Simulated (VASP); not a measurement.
# Si5Mo (Cmmm) in VASP: notebook

The runs below take Si5Mo through single point, relaxation of cell and atoms, with PBE.

Program: VASP 6.6.1. These are calculated values, not measurements. Logs are shortened: lines on timing, memory, paths and dates and some standing lists are left out, and cuts for length are marked.

### Step 1. The cell of the first run

Symmetry: Cmmm, No. 65, orthorhombic system. The conventional cell has a = 6.424 Å, b = 6.719 Å, c = 5.016 Å, α = 90.00°, β = 90.00°, γ = 90.00°. Si (site symmetry 2mm) has 4 Si at 1.90 to 2.26 Å within 2.5 Å. Within 1.8 Å of Si (site symmetry m2m) lie 1 Si at 1.33 Å. Si (site symmetry mmm) has 2 Si at 1.33 Å within 1.8 Å. Mo (site symmetry mmm) has 8 Si at 2.68 to 3.23 Å within 3.5 Å.

The cell was built from a structure type or drawn by symmetry, and may not be a known phase.

### Step 2. Single point, PBE

File INCAR:

```
SYSTEM = Si5Mo
PREC     = Accurate       ! precision mode
ENCUT    = 520            ! plane-wave cutoff, eV
EDIFF    = 1E-7           ! SCF threshold, eV
ISMEAR   = 0              ! smearing method
SIGMA    = 0.1            ! smearing width, eV
LREAL    = .False.        ! projectors in reciprocal space
LASPH    = .True.         ! aspherical terms in the spheres
NELM     = 100            ! most SCF steps
ALGO     = Normal         ! electronic algorithm
ISIF     = 2              ! what is computed and relaxed
LWAVE    = .False.        ! write WAVECAR
LCHARG   = .False.        ! write CHGCAR
GGA      = PE             ! functional
NBANDS   = 26             ! bands
```

File KPOINTS:

```
Automatic mesh
0
Gamma
  4 4 4
  0 0 0
```

File POSCAR:

```
Si5Mo
1.0
    3.2119496900     -3.3592942100      0.0000000000
    3.2119496900      3.3592942100      0.0000000000
    0.0000000000      0.0000000000      5.0157064500
Si Mo
5 1
Direct
    0.3523263000      0.3523263000      0.0000000000
    0.6476737000      0.6476737000      0.0000000000
    0.8023998600      0.1976001400      0.0000000000
    0.1976001400      0.8023998600      0.0000000000
    0.0000000000      0.0000000000      0.0000000000
    0.5000000000      0.5000000000      0.5000000000
```

Potentials or basis: VASP PAW PBE potentials, release 64 (Si, Mo_sv).

Launch:

```
$ cat potpaw_PBE.64/Si/POTCAR potpaw_PBE.64/Mo_sv/POTCAR > POTCAR
$ mpirun -np 1 vasp_std > vasp.out
```

OUTCAR:

```text
SYSTEM = Si5Mo
   PREC = Accurate
   ENCUT = 520
   EDIFF = 1E-7
   ISMEAR = 0
   LREAL = .False.
   LASPH = .True.
   NELM = 100
   ISIF = 2
   GGA = PE

 ion  position               nearest neighbor table
   1  0.352  0.352  0.000-   2 1.90   3 2.24   4 2.24   5 2.26   4 2.62   3 2.62   6 2.68   6 2.68

   2  0.648  0.648  0.000-   1 1.90   3 2.24   4 2.24   5 2.26   4 2.62   3 2.62   6 2.68   6 2.68

   3  0.802  0.198  0.000-   5 1.33   2 2.24   1 2.24   1 2.62   2 2.62   4 2.66   6 3.23   6 3.23

   4  0.198  0.802  0.000-   5 1.33   2 2.24   1 2.24   1 2.62   2 2.62   3 2.66   6 3.23   6 3.23

   5  0.000  0.000  0.000-   3 1.33   4 1.33   1 2.26   2 2.26
   6  0.500  0.500  0.500-   1 2.68   2 2.68   1 2.68   2 2.68   3 3.23   4 3.23   3 3.23   4 3.23

 -----------------------------------------------------------------------------
|                                                                             |
|           W    W    AA    RRRRR   N    N  II  N    N   GGGG   !!!           |
|           W    W   A  A   R    R  NN   N  II  NN   N  G    G  !!!           |
|           W    W  A    A  R    R  N N  N  II  N N  N  G       !!!           |
|           W WW W  AAAAAA  RRRRR   N  N N  II  N  N N  G  GGG   !            |
|           WW  WW  A    A  R   R   N   NN  II  N   NN  G    G                |
|           W    W  A    A  R    R  N    N  II  N    N   GGGG   !!!           |
|                                                                             |
|     The distance between some ions is very small. Please check the          |
|     nearest-neighbor list in the OUTCAR file.                               |
|     I HOPE YOU KNOW WHAT YOU ARE DOING!                                     |
|                                                                             |
 -----------------------------------------------------------------------------

  LATTYP: Found a base centered orthorhombic cell.
 ALAT       =     6.4238993800
 B/A-ratio  =     1.0458738568
 C/A-ratio  =     0.7807884516

  Lattice vectors:

 A1 = (   3.2119496900,  -3.3592942100,   0.0000000000)
 A2 = (   3.2119496900,   3.3592942100,   0.0000000000)
 A3 = (   0.0000000000,   0.0000000000,   5.0157064500)

Analysis of symmetry for initial positions (statically):
=====================================================================
 Subroutine PRICEL returns:
 Original cell was already a primitive cell.

 Routine SETGRP: Setting up the symmetry group for a
 base centered orthorhombic supercell.

 Subroutine GETGRP returns: Found  8 space group operations
 (whereof  8 operations were pure point group operations)
 out of a pool of  8 trial point group operations.

The static configuration has the point symmetry D_2h.

Analysis of symmetry for dynamics (positions and initial velocities):
=====================================================================
 Subroutine PRICEL returns:
 Original cell was already a primitive cell.

 Routine SETGRP: Setting up the symmetry group for a
 base centered orthorhombic supercell.

 Subroutine GETGRP returns: Found  8 space group operations
 (whereof  8 operations were pure point group operations)
 out of a pool of  8 trial point group operations.

The dynamic configuration has the point symmetry D_2h.

 Subroutine INISYM returns: Found  8 space group operations
 (whereof  8 operations are pure point group operations),
 and found     1 'primitive' translations

----------------------------------------------------------------------------------------

                                     Primitive cell

  volume of cell :     108.2378

  direct lattice vectors                    reciprocal lattice vectors
     3.211949690 -3.359294210  0.000000000     0.155668690 -0.148840789  0.000000000
     3.211949690  3.359294210  0.000000000     0.155668690  0.148840789  0.000000000
     0.000000000  0.000000000  5.015706450     0.000000000  0.000000000  0.199373709

  length of vectors
     4.647739063  4.647739063  5.015706450     0.215374839  0.215374839  0.199373709

  position of ions in fractional coordinates (direct lattice)
     0.352326300  0.352326300  0.000000000
     0.647673700  0.647673700  0.000000000
     0.802399860  0.197600140  0.000000000
     0.197600140  0.802399860  0.000000000
     0.000000000  0.000000000  0.000000000
     0.500000000  0.500000000  0.500000000

  ion indices of the primitive-cell ions
   primitive index   ion index
                 1           1
                 2           2
                 3           3
                 4           4
                 5           5
                 6           6

----------------------------------------------------------------------------------------

 KPOINTS: Automatic mesh

Automatic generation of k-mesh.
 Grid dimensions read from file:
 generate k-points for:    4    4    4

 Generating k-lattice:

  Cartesian coordinates                     Fractional coordinates (reciprocal lattice)
     0.038917172 -0.037210197  0.000000000     0.250000000  0.000000000  0.000000000
     0.038917172  0.037210197  0.000000000     0.000000000  0.250000000  0.000000000
     0.000000000  0.000000000  0.049843427     0.000000000  0.000000000  0.250000000

  Length of vectors
     0.053843710  0.053843710  0.049843427

  Shift w.r.t. Gamma in fractional coordinates (k-lattice)
     0.000000000  0.000000000  0.000000000

 Subroutine IBZKPT returns following result:
 ===========================================

 Found     21 irreducible k-points:

 Following reciprocal coordinates:
            Coordinates               Weight
  0.000000  0.000000  0.000000      1.000000
  0.250000  0.000000  0.000000      4.000000
  0.500000  0.000000  0.000000      2.000000
  0.250000  0.250000  0.000000      2.000000
  0.500000  0.250000  0.000000      4.000000
 -0.250000  0.250000  0.000000      2.000000
[... 13 lines left out ...]
 -0.250000  0.250000  0.500000      2.000000
  0.500000  0.500000  0.500000      1.000000
   k-points           NKPTS =     21   k-points in BZ     NKDIM =     21   number of bands    NBANDS=     26
   number of dos      NEDOS =    301   number of ions     NIONS =      6
   total plane-waves  NPLWV =  51840
   dimension x,y,z NGX =    36 NGY =   36 NGZ =   40
   dimension x,y,z NGXF=    72 NGYF=   72 NGZF=   80
   ions per type =               5   1
   NGX,Y,Z   is equivalent  to a cutoff of  12.88, 12.88, 13.26 a.u.
   NGXF,Y,Z  is equivalent  to a cutoff of  25.75, 25.75, 26.52 a.u.
 SYSTEM =  Si5Mo
   PREC   = accura    normal or accurate (medium, high low for compatibility)
   ISTART =      0    job   : 0-new  1-cont  2-samecut
   ICHARG =      2    charge: 1-file 2-atom 10-const
   ISPIN  =      1    spin polarized calculation?
   LNONCOLLINEAR =      F non collinear calculations
   LSORBIT =      F    spin-orbit coupling
   LASPH  =      T    aspherical Exc in radial PAW
   ENCUT  =  520.0 eV  38.22 Ry    6.18 a.u.   8.64  8.64  9.33*2*pi/ulx,y,z
   NELM   =    100;   NELMIN=  2; NELMDL= -5     # of ELM steps
   EDIFF  = 0.1E-06   stopping-criterion for ELM
   LREAL  =      F    real-space projection
   EDIFFG = 0.1E-05   stopping-criterion for IOM
   NSW    =      0    number of steps for IOM
   IBRION =     -1    ionic relax: 0-MD 1-quasi-New 2-CG
   NFREE  =      0    steps in history (QN), initial steepest desc. (CG)
   ISIF   =      2    stress and relaxation
   ISYM   =      2    0-nonsym 1-usesym 2-fastsym
   POTIM  = 0.5000    time-step for ionic-motion
   TEBEG  =    0.0;   TEEND  =   0.0 temperature during run
   PSTRESS=    0.0 pullay stress
   NELECT =      34.0000    total number of electrons
   NUPDOWN=      -1.0000    fix difference up-down
   EMIN   =  10.00;   EMAX   =-10.00  energy-range for DOS
   EFERMI =   0.00;   METHOD = LEGACY
   ISMEAR =     0;   SIGMA  =   0.10  broadening in eV -4-tet -1-fermi 0-gaus
   EFERMI_NEDOS =   21; number of points for ismear=-14 and -15
   IALGO  =     38    algorithm
   IMIX   =      4    mixing-type and parameters
     AMIX     =   0.40;   BMIX     =  1.00
     AMIX_MAG =   1.60;   BMIX_MAG =  1.00
  volume/ion in A,a.u.               =      18.04       121.74
  Fermi-wavevector in a.u.,A,eV,Ry     =   1.112863  2.103005 16.850311  1.238463
  Thomas-Fermi vector in A             =   2.249441
   LORBIT       =      0    0 simple, 1 ext, 2 COOP (PROOUT), +10 PAW based schemes
   GGA     = PE    functional components
   LHFCALC =     F    Hartree Fock is set to
   AEXX    =    0.0000 exact exchange contribution
   IVDW    =     0    specifies the selected vdW correction
   LEPSILON=     F    determine dielectric tensor
   LRPA    =     F    only Hartree local field effects (RPA)
 non-spin polarized calculation
 Gauss-broadening in eV      SIGMA  =   0.10
  energy-cutoff  :      520.00
  volume of cell :      108.24
 maximum number of plane-waves:      2941
 NGX is ok and might be reduce to    36
   NGX = 17   NGY = 17   NGZ = 19

 number of electron      34.0000000 magnetization

 Free energy of the ion-electron system (eV)
  ---------------------------------------------------
  ext. energy  EPLUGINS =         0.00000000
  ---------------------------------------------------
  free energy    TOTEN  =        13.19543935 eV

  energy without entropy =       13.23961603  energy(sigma->0) =       13.21752769

 E-fermi :   7.0847     XC(G=0):  -9.8488

 val. band max:        7.0826228726   @ k =   0.5000   0.0000   0.2500
 cond. band min:       7.0942099522   @ k =   0.5000   0.5000   0.5000
 fundamental gap:      0.0115870796
 Fermi energy:         7.0847388234

 k-point     1 :       0.0000    0.0000    0.0000
  band No.  band energies     occupation
      1     -53.7516      2.00000
      2     -27.9314      2.00000
      3     -27.8379      2.00000
      4     -27.7619      2.00000
      5      -7.7314      2.00000
      6      -3.4384      2.00000
[... 18 lines left out ...]
     25      12.8991      0.00000
     26      12.9050      0.00000
[... 557 lines left out ...]
      4     -27.7633      2.00000
      5      -5.5452      2.00000
      6      -5.1803      2.00000
[... 18 lines left out ...]
     25      11.8004      0.00000
     26      12.7028      0.00000

------------------------ aborting loop because EDIFF is reached ----------------------------------------

  FORCE on cell =-STRESS in cart. coord.  units (eV):
  Direction    XX          YY          ZZ          XY          YZ          ZX
  --------------------------------------------------------------------------------------
  -------------------------------------------------------------------------------------
  Total       31.7149724    215.8617802    -15.6724992     -0.0000000      0.0000000      0.0000000
  in kB      469.4572361   3195.2692106   -231.9903702     -0.0000000      0.0000000      0.0000000
  external PRESSURE =    1144.2453589 kB  Pullay stress =       0.0000000 kB

 VOLUME and BASIS-vectors are now :
 -----------------------------------------------------------------------------
  energy-cutoff  :      520.00
  volume of cell :      108.24
      direct lattice vectors                 reciprocal lattice vectors
     3.211949690 -3.359294210  0.000000000     0.155668690 -0.148840789  0.000000000
     3.211949690  3.359294210  0.000000000     0.155668690  0.148840789  0.000000000
     0.000000000  0.000000000  5.015706450     0.000000000  0.000000000  0.199373709

 POSITION                                       TOTAL-FORCE (eV/Angst)
 -----------------------------------------------------------------------------------
      2.26331      0.00000      0.00000       -10.345315      0.000000      0.000000
      4.16059      0.00000      0.00000        10.345315      0.000000      0.000000
      3.21195     -2.03170      0.00000        -0.000000     74.230761      0.000000
      3.21195      2.03170      0.00000        -0.000000    -74.230761     -0.000000
      0.00000      0.00000      0.00000        -0.000000      0.000000      0.000000
      3.21195      0.00000      2.50785        -0.000000     -0.000000      0.000000
 -----------------------------------------------------------------------------------
    total drift:                                0.000000      0.000000      0.000000

  FREE ENERGIE OF THE ION-ELECTRON SYSTEM (eV)
  ---------------------------------------------------
  free  energy   TOTEN  =        13.1954393464 eV

  energy  without entropy=       13.2396160327  energy(sigma->0) =       13.21752769
```

It took 1.8 min on 1 thread of Intel Xeon 8259CL, shared host; peak memory 0.24 GiB.

Results:

| Property | Result |
| --- | --- |
| Free energy | 13.1954 eV |
| Pressure | 114.4 GPa |
| Largest force | 74.231 eV/Å |
| Band gap on the k mesh | zero (bands 17 and 18 overlap by 0.82 eV) |

Forces on the atoms (eV/Å):
```
Si  -10.345   0.000   0.000
Si   10.345   0.000   0.000
Si    0.000  74.231   0.000
Si    0.000 -74.231   0.000
Si    0.000   0.000   0.000
Mo    0.000   0.000   0.000
```

Stress tensor (GPa, compression positive):
```
 46.95   0.00   0.00
  0.00 319.53   0.00
  0.00   0.00 -23.20
```

Levels at points of the mesh, in eV from the Fermi level:
```csv
k point,band 14,band 15,band 16,band 17,band 18,band 19,band 20,band 21
"(0.00, 0.00, 0.00)",-1.87,-1.75,-1.51,-1.30,-0.43,-0.05,0.82,1.04
"(0.50, 0.00, 0.00)",-0.95,-0.73,-0.43,-0.22,0.03,0.47,0.70,1.39
"(0.50, 0.50, 0.00)",-1.00,-0.49,-0.26,-0.14,0.12,0.83,1.12,2.35
"(0.00, 0.00, 0.50)",-1.08,-0.84,-0.64,-0.59,-0.07,0.04,0.50,0.58
"(0.50, 0.00, 0.50)",-1.09,-0.56,-0.01,0.33,0.51,0.93,1.35,1.59
"(0.50, 0.50, 0.50)",-1.49,-0.09,0.01,0.16,0.38,0.42,0.49,1.27
```

Caveat: atoms lie so close that the PAW spheres overlap strongly, which falsifies energies and pressures; the cell stands under pressure; forces of over 1 eV/Å act on the atoms, so gaps and moduli don't describe the material at rest.

### Step 3. Relaxation of cell and atoms, PBE

File INCAR:

```
PREC = Accurate ; ENCUT = 600
EDIFF = 1E-6 ; ISMEAR = 0
SIGMA = 0.1 ; LREAL = False
LASPH = True ; NELM = 80
ALGO = Normal ; ISIF = 3
LWAVE = False ; LCHARG = False
GGA = PE ; IBRION = 2
NSW = 90 ; EDIFFG = -0.04
```

File KPOINTS:

```
regular mesh
0
Gamma
  4 4 4
```

POSCAR is that of step 2.

Potentials or basis: VASP PAW PBE potentials, release 64 (Si, Mo_sv).

Launch:

```
$ cat potpaw_PBE.64/Si/POTCAR potpaw_PBE.64/Mo_sv/POTCAR > POTCAR
$ mpirun -np 1 vasp_std > vasp.out
```

It took 47 min on 1 thread of Intel Xeon 8259CL, shared host; peak memory 0.29 GiB.

Results (log left out):

```yaml
Free_energy: -35.4111 eV
Relaxed_volume: 18.95 Å³/atom
Relaxed_cell: a = 6.099 Å, b = 6.099 Å, c = 3.057 Å, α = 90.00°, β = 90.00°, γ = 90.02°
Space_group_after_relaxing_to_0.1_Å: P4/mmm (No. 123)
Pressure_after_relaxing: 0.0 GPa
Largest_force_after_relaxing: 0.026 eV/Å
Band_gap_on_the_k_mesh: zero (bands 17 and 18 overlap by 1.57 eV)
```

Forces on the atoms (eV/Å):
```
Si  -0.013  0.000  0.000
Si   0.013  0.000  0.000
Si   0.000  0.026  0.000
Si   0.000 -0.026  0.000
Si   0.000  0.000  0.000
Mo   0.000  0.000  0.000
```

Stress tensor (GPa, compression positive):
```
-0.04  0.00  0.00
 0.00  0.02  0.00
 0.00  0.00 -0.13
```

Final structure:
```cif
data_structure
_symmetry_space_group_name_H-M 'P 1'
_symmetry_Int_Tables_number 1
_cell_length_a 6.0994
_cell_length_b 6.0994
_cell_length_c 3.0567
_cell_angle_alpha 90.000
_cell_angle_beta 90.000
_cell_angle_gamma 90.025
_cell_volume 113.72
loop_
_atom_site_label
_atom_site_type_symbol
_atom_site_fract_x
_atom_site_fract_y
_atom_site_fract_z
_atom_site_occupancy
Si1 Si 0.27347 0.27347 0.00000 1
Si2 Si 0.72653 0.72653 0.00000 1
Si3 Si 0.27363 0.72637 0.00000 1
Si4 Si 0.72637 0.27363 0.00000 1
Si5 Si 0.00000 0.00000 0.00000 1
Mo1 Mo 0.50000 0.50000 0.50000 1
```

Levels at points of the mesh, in eV from the Fermi level:
| k point | band 14 | band 15 | band 16 | band 17 | band 18 | band 19 | band 20 | band 21 |
| --- | --- | --- | --- | --- | --- | --- | --- | --- |
| (0.00, 0.00, 0.00) | -0.69 | -0.69 | -0.13 | 0.60 | 1.52 | 2.76 | 2.97 | 2.97 |
| (0.50, 0.00, 0.00) | -1.21 | -0.74 | -0.68 | -0.38 | 2.04 | 2.21 | 3.61 | 3.86 |
| (0.50, 0.50, 0.00) | -0.72 | -0.72 | 0.25 | 0.30 | 0.30 | 0.41 | 1.41 | 3.48 |
| (0.00, 0.00, 0.50) | -2.42 | -2.29 | -2.29 | -1.85 | -0.97 | 1.99 | 2.73 | 3.30 |
| (0.50, 0.00, 0.50) | -1.71 | -0.78 | -0.72 | -0.68 | -0.19 | 0.03 | 1.75 | 1.98 |
| (0.50, 0.50, 0.50) | -2.75 | -1.66 | -0.61 | -0.42 | -0.03 | 0.14 | 1.87 | 1.95 |

Caveat: a cell axis changed by over 15 % at a fixed basis, so the end point is rough.
